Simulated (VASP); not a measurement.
# BeTe (F-43m) in VASP: notebook

Runs on BeTe. Level: PBE. Tasks: single point.

Program: VASP 6.6.1. These are calculated values, not measurements. Logs are shortened: lines on timing, memory, paths and dates and some standing lists are left out, and cuts for length are marked.

**1. The cell of the first run**

The structure is cubic, space group F-43m (No. 216). Conventional cell: a = 5.540 Å, b = 5.540 Å, c = 5.540 Å, α = 90.00°, β = 90.00°, γ = 90.00°. Te (site symmetry -43m) has 4 Be at 2.40 Å within 3.2 Å. Be (site symmetry -43m) has 4 Te at 2.40 Å within 3.2 Å.

**2. Single point, PBE**

The input, INCAR:

```
SYSTEM = BeTe
PREC = Accurate
ENCUT = 520
EDIFF = 1E-7
ISMEAR = -1
SIGMA = 0.06
LREAL = .False.
LASPH = .True.
NELM = 80
ALGO = Normal
ISIF = 2
LWAVE = .False.
LCHARG = .False.
GGA = PE
NBANDS = 11
```

The input, KPOINTS:

```
Automatic mesh
0
Gamma
  6 6 6
  0 0 0
```

The input, POSCAR:

```
BeTe
1.0
    0.0000000000      2.7700000000      2.7700000000
    2.7700000000      0.0000000000      2.7700000000
    2.7700000000      2.7700000000      0.0000000000
Te Be
1 1
Direct
    0.7500000000      0.7500000000      0.7500000000
    0.0000000000      0.0000000000      0.0000000000
```

Potentials or basis: VASP PAW PBE potentials, release 64 (Te, Be).

On the command line:

```sh
cat potpaw_PBE.64/Te/POTCAR potpaw_PBE.64/Be/POTCAR > POTCAR
mpirun -np 1 vasp_std > vasp.out
```

OUTCAR:

```text
SYSTEM = BeTe
   PREC = Accurate
   ENCUT = 520
   EDIFF = 1E-7
   ISMEAR = -1
   LREAL = .False.
   LASPH = .True.
   NELM = 80
   ISIF = 2
   GGA = PE

 ion  position               nearest neighbor table
   1  0.750  0.750  0.750-   2 2.40   2 2.40   2 2.40   2 2.40
   2  0.000  0.000  0.000-   1 2.40   1 2.40   1 2.40   1 2.40

  LATTYP: Found a face centered cubic cell.
 ALAT       =     5.5400000000

  Lattice vectors:

 A1 = (   0.0000000000,   2.7700000000,   2.7700000000)
 A2 = (   2.7700000000,   0.0000000000,   2.7700000000)
 A3 = (   2.7700000000,   2.7700000000,   0.0000000000)

Analysis of symmetry for initial positions (statically):
=====================================================================
 Subroutine PRICEL returns:
 Original cell was already a primitive cell.

 Routine SETGRP: Setting up the symmetry group for a
 face centered cubic supercell.

 Subroutine GETGRP returns: Found 24 space group operations
 (whereof 24 operations were pure point group operations)
 out of a pool of 48 trial point group operations.

The static configuration has the point symmetry T_d .

Analysis of symmetry for dynamics (positions and initial velocities):
=====================================================================
 Subroutine PRICEL returns:
 Original cell was already a primitive cell.

 Routine SETGRP: Setting up the symmetry group for a
 face centered cubic supercell.

 Subroutine GETGRP returns: Found 24 space group operations
 (whereof 24 operations were pure point group operations)
 out of a pool of 48 trial point group operations.

The dynamic configuration has the point symmetry T_d .

 Subroutine INISYM returns: Found 24 space group operations
 (whereof 24 operations are pure point group operations),
 and found     1 'primitive' translations

----------------------------------------------------------------------------------------

                                     Primitive cell

  volume of cell :      42.5079

  direct lattice vectors                    reciprocal lattice vectors
     0.000000000  2.770000000  2.770000000    -0.180505415  0.180505415  0.180505415
     2.770000000  0.000000000  2.770000000     0.180505415 -0.180505415  0.180505415
     2.770000000  2.770000000  0.000000000     0.180505415  0.180505415 -0.180505415

  length of vectors
     3.917371568  3.917371568  3.917371568     0.312644550  0.312644550  0.312644550

  position of ions in fractional coordinates (direct lattice)
     0.750000000  0.750000000  0.750000000
     0.000000000  0.000000000  0.000000000

  ion indices of the primitive-cell ions
   primitive index   ion index
                 1           1
                 2           2

----------------------------------------------------------------------------------------

 KPOINTS: Automatic mesh

Automatic generation of k-mesh.
 Grid dimensions read from file:
 generate k-points for:    6    6    6

 Generating k-lattice:

  Cartesian coordinates                     Fractional coordinates (reciprocal lattice)
    -0.030084236  0.030084236  0.030084236     0.166666667  0.000000000  0.000000000
     0.030084236 -0.030084236  0.030084236     0.000000000  0.166666667  0.000000000
     0.030084236  0.030084236 -0.030084236     0.000000000  0.000000000  0.166666667

  Length of vectors
     0.052107425  0.052107425  0.052107425

  Shift w.r.t. Gamma in fractional coordinates (k-lattice)
     0.000000000  0.000000000  0.000000000

 Subroutine IBZKPT returns following result:
 ===========================================

 Found     16 irreducible k-points:

 Following reciprocal coordinates:
            Coordinates               Weight
  0.000000  0.000000  0.000000      1.000000
  0.166667  0.000000  0.000000      8.000000
  0.333333  0.000000  0.000000      8.000000
  0.500000  0.000000  0.000000      4.000000
  0.166667  0.166667  0.000000      6.000000
  0.333333  0.166667  0.000000     24.000000
[... 8 lines left out ...]
 -0.333333  0.333333  0.166667     24.000000
 -0.333333  0.500000  0.166667     12.000000
   k-points           NKPTS =     16   k-points in BZ     NKDIM =     16   number of bands    NBANDS=     11
   number of dos      NEDOS =    301   number of ions     NIONS =      2
   total plane-waves  NPLWV =  27000
   dimension x,y,z NGX =    30 NGY =   30 NGZ =   30
   dimension x,y,z NGXF=    60 NGYF=   60 NGZF=   60
   ions per type =               1   1
   NGX,Y,Z   is equivalent  to a cutoff of  12.73, 12.73, 12.73 a.u.
   NGXF,Y,Z  is equivalent  to a cutoff of  25.46, 25.46, 25.46 a.u.
 SYSTEM =  BeTe
   PREC   = accura    normal or accurate (medium, high low for compatibility)
   ISTART =      0    job   : 0-new  1-cont  2-samecut
   ICHARG =      2    charge: 1-file 2-atom 10-const
   ISPIN  =      1    spin polarized calculation?
   LNONCOLLINEAR =      F non collinear calculations
   LSORBIT =      F    spin-orbit coupling
   LASPH  =      T    aspherical Exc in radial PAW
   ENCUT  =  520.0 eV  38.22 Ry    6.18 a.u.   7.28  7.28  7.28*2*pi/ulx,y,z
   NELM   =     80;   NELMIN=  2; NELMDL= -5     # of ELM steps
   EDIFF  = 0.1E-06   stopping-criterion for ELM
   LREAL  =      F    real-space projection
   EDIFFG = 0.1E-05   stopping-criterion for IOM
   NSW    =      0    number of steps for IOM
   IBRION =     -1    ionic relax: 0-MD 1-quasi-New 2-CG
   NFREE  =      0    steps in history (QN), initial steepest desc. (CG)
   ISIF   =      2    stress and relaxation
   ISYM   =      2    0-nonsym 1-usesym 2-fastsym
   POTIM  = 0.5000    time-step for ionic-motion
   TEBEG  =    0.0;   TEEND  =   0.0 temperature during run
   PSTRESS=    0.0 pullay stress
   NELECT =       8.0000    total number of electrons
   NUPDOWN=      -1.0000    fix difference up-down
   EMIN   =  10.00;   EMAX   =-10.00  energy-range for DOS
   EFERMI =   0.00;   METHOD = LEGACY
   ISMEAR =    -1;   SIGMA  =   0.06  broadening in eV -4-tet -1-fermi 0-gaus
   EFERMI_NEDOS =   21; number of points for ismear=-14 and -15
   IALGO  =     38    algorithm
   IMIX   =      4    mixing-type and parameters
     AMIX     =   0.40;   BMIX     =  1.00
     AMIX_MAG =   1.60;   BMIX_MAG =  1.00
  volume/ion in A,a.u.               =      21.25       143.43
  Fermi-wavevector in a.u.,A,eV,Ry     =   0.938170  1.772885 11.975354  0.880164
  Thomas-Fermi vector in A             =   2.065355
   LORBIT       =      0    0 simple, 1 ext, 2 COOP (PROOUT), +10 PAW based schemes
   GGA     = PE    functional components
   LHFCALC =     F    Hartree Fock is set to
   AEXX    =    0.0000 exact exchange contribution
   IVDW    =     0    specifies the selected vdW correction
   LEPSILON=     F    determine dielectric tensor
   LRPA    =     F    only Hartree local field effects (RPA)
 non-spin polarized calculation
  energy-cutoff  :      520.00
  volume of cell :       42.51
 maximum number of plane-waves:      1167
 NGX is ok and might be reduce to    30
   NGX = 15   NGY = 15   NGZ = 15

 number of electron       8.0000000 magnetization

 Free energy of the ion-electron system (eV)
  ---------------------------------------------------
  ext. energy  EPLUGINS =         0.00000000
  ---------------------------------------------------
  free energy    TOTEN  =        -7.57839373 eV

  energy without entropy =       -7.57839372  energy(sigma->0) =       -7.57839373

 E-fermi :   6.5904     XC(G=0):  -9.2554

 val. band max:        5.6669980645   @ k =   0.0000   0.0000   0.0000
 cond. band min:       7.5132689717   @ k =   0.5000   0.5000   0.0000
 fundamental gap:      1.8462709072
 Fermi energy:         6.5903671209

 k-point     1 :       0.0000    0.0000    0.0000
  band No.  band energies     occupation
      1      -6.9678      2.00000
      2       5.6670      2.00000
      3       5.6670      2.00000
      4       5.6670      2.00000
      5       9.2298      0.00000
      6       9.2298      0.00000
      7       9.2298      0.00000
      8       9.8580      0.00000
      9      14.0527      0.00000
     10      16.0132      0.00000
     11      16.0132      0.00000

 k-point     2 :       0.1667    0.0000    0.0000
  band No.  band energies     occupation
      1      -6.6895      2.00000
      2       3.5728      2.00000
      3       5.2530      2.00000
      4       5.2530      2.00000
      5       9.2253      0.00000
      6       9.8100      0.00000
      7       9.8100      0.00000
      8      11.7512      0.00000
      9      14.6672      0.00000
     10      14.7798      0.00000
     11      14.7798      0.00000

 k-point     3 :       0.3333    0.0000    0.0000
  band No.  band energies     occupation
      1      -5.9847      2.00000
      2       0.9681      2.00000
      3       4.6734      2.00000
      4       4.6734      2.00000
      5       8.9764      0.00000
      6      10.2734      0.00000
      7      10.2734      0.00000
      8      13.5151      0.00000
      9      15.2508      0.00000
     10      15.3481      0.00000
     11      15.3481      0.00000

 k-point     4 :       0.5000    0.0000    0.0000
  band No.  band energies     occupation
      1      -5.4946      2.00000
      2      -0.1999      2.00000
      3       4.4478      2.00000
      4       4.4478      2.00000
      5       8.8766      0.00000
      6      10.2298      0.00000
      7      10.2298      0.00000
      8      13.4610      0.00000
      9      16.8297      0.00000
     10      17.3561      0.00000
     11      17.3561      0.00000

 k-point     5 :       0.1667    0.1667    0.0000
  band No.  band energies     occupation
      1      -6.5959      2.00000
      2       3.9328      2.00000
      3       4.5650      2.00000
      4       4.5650      2.00000
      5       8.6201      0.00000
      6      10.8759      0.00000
      7      10.8759      0.00000
      8      10.9262      0.00000
      9      13.6535      0.00000
     10      15.4044      0.00000
     11      16.4535      0.00000
[... 99 lines left out ...]
 k-point    13 :       0.5000    0.5000    0.0000
  band No.  band energies     occupation
      1      -4.9516      2.00000
      2       0.2789      2.00000
      3       2.8310      2.00000
      4       2.8310      2.00000
      5       7.5133      0.00000
      6       8.2587      0.00000
      7      15.6872      0.00000
      8      15.6872      0.00000
      9      17.5059      0.00000
     10      19.2182      0.00000
     11      19.3145      0.00000

 k-point    14 :       0.5000    0.3333    0.1667
  band No.  band energies     occupation
      1      -5.4468      2.00000
      2       1.0559      2.00000
      3       2.4018      2.00000
      4       3.5289      2.00000
      5       9.6070      0.00000
      6      10.6012      0.00000
      7      11.0369      0.00000
      8      13.5764      0.00000
      9      15.8686      0.00000
     10      16.3800      0.00000
     11      18.6755      0.00000

 k-point    15 :      -0.3333    0.3333    0.1667
  band No.  band energies     occupation
      1      -5.0789      2.00000
      2       0.5519      2.00000
      3       1.9540      2.00000
      4       3.0736      2.00000
      5      10.1129      0.00000
      6      10.4535      0.00000
      7      12.6521      0.00000
      8      13.0731      0.00000
      9      14.5104      0.00000
     10      17.7823      0.00000
     11      18.6243      0.00000

 k-point    16 :      -0.3333    0.5000    0.1667
  band No.  band energies     occupation
      1      -4.9214      2.00000
      2       0.6382      2.00000
      3       2.0419      2.00000
      4       2.3475      2.00000
      5       9.3524      0.00000
      6       9.9217      0.00000
      7      13.1694      0.00000
      8      13.4553      0.00000
      9      16.8383      0.00000
     10      17.8303      0.00000
     11      18.7397      0.00000

------------------------ aborting loop because EDIFF is reached ----------------------------------------

  FORCE on cell =-STRESS in cart. coord.  units (eV):
  Direction    XX          YY          ZZ          XY          YZ          ZX
  --------------------------------------------------------------------------------------
  -------------------------------------------------------------------------------------
  Total        1.1947905      1.1947905      1.1947905     -0.0000000     -0.0000000      0.0000000
  in kB       45.0332237     45.0332237     45.0332237     -0.0000000     -0.0000000      0.0000000
  external PRESSURE =      45.0332237 kB  Pullay stress =       0.0000000 kB

 VOLUME and BASIS-vectors are now :
 -----------------------------------------------------------------------------
  energy-cutoff  :      520.00
  volume of cell :       42.51
      direct lattice vectors                 reciprocal lattice vectors
     0.000000000  2.770000000  2.770000000    -0.180505415  0.180505415  0.180505415
     2.770000000  0.000000000  2.770000000     0.180505415 -0.180505415  0.180505415
     2.770000000  2.770000000  0.000000000     0.180505415  0.180505415 -0.180505415

 POSITION                                       TOTAL-FORCE (eV/Angst)
 -----------------------------------------------------------------------------------
      4.15500      4.15500      4.15500         0.000000      0.000000      0.000000
      0.00000      0.00000      0.00000        -0.000000     -0.000000     -0.000000
 -----------------------------------------------------------------------------------
    total drift:                               -0.000000     -0.000000     -0.000000

  FREE ENERGIE OF THE ION-ELECTRON SYSTEM (eV)
  ---------------------------------------------------
  free  energy   TOTEN  =        -7.5783937333 eV

  energy  without entropy=       -7.5783937218  energy(sigma->0) =       -7.57839373
```

It took 16 s on 1 thread of AMD EPYC 7R13, shared host; peak memory 0.14 GiB.

What came out:

```
Free energy            : -7.5784 eV
Pressure               : 4.5 GPa
Band gap on the k mesh : 1.85 eV, indirect (least direct gap 3.56 eV)
```

Caveat: spin-orbit coupling is left out, which moves the levels of the heavy elements. A hybrid or GW would open this gap; PBE tends to underestimate it.

**3. Single point, PBE**

The input, INCAR:

```
SYSTEM = BeTe
  ALGO = Normal
  EDIFF = 1E-6
  ENCUT = 520
  GGA = PE
  ISIF = 2
  ISMEAR = 0
  LASPH = .True.
  LCHARG = .False.
  LREAL = .False.
  LWAVE = .False.
  NBANDS = 11
  NELM = 100
  PREC = Accurate
  SIGMA = 0.019000000000000003
```

The input, KPOINTS:

```
k-points
0
Gamma
  8 8 8
  0 0 0
```

POSCAR is that of step 2.

Potentials or basis: VASP PAW PBE potentials, release 64 (Te, Be).

On the command line:

```sh
cat potpaw_PBE.64/Te/POTCAR potpaw_PBE.64/Be/POTCAR > POTCAR
mpirun -np 1 vasp_std > vasp.out
```

Wall time 21 s (1 thread of AMD EPYC 7R13, shared host); peak memory 0.14 GiB.

It converged, with:

- Free energy: -7.5848 eV
- Pressure: 4.5 GPa
- Band gap on the k mesh: 1.85 eV, indirect (least direct gap 3.56 eV)

Levels at points of the mesh, in eV from the valence-band top:
| k point | band 1 | band 2 | band 3 | band 4 | band 5 | band 6 | band 7 | band 8 | band 9 |
| --- | --- | --- | --- | --- | --- | --- | --- | --- | --- |
| (0.00, 0.00, 0.00) | -12.63 | 0.00 | 0.00 | 0.00 | 3.56 | 3.56 | 3.56 | 4.19 | 8.39 |
| (0.50, 0.00, 0.00) | -11.16 | -5.87 | -1.22 | -1.22 | 3.21 | 4.56 | 4.56 | 7.79 | 11.16 |
| (0.50, 0.50, 0.00) | -10.62 | -5.39 | -2.84 | -2.84 | 1.85 | 2.59 | 10.02 | 10.02 | 11.84 |

Caveat: spin-orbit coupling is left out, which moves the levels of the heavy elements.
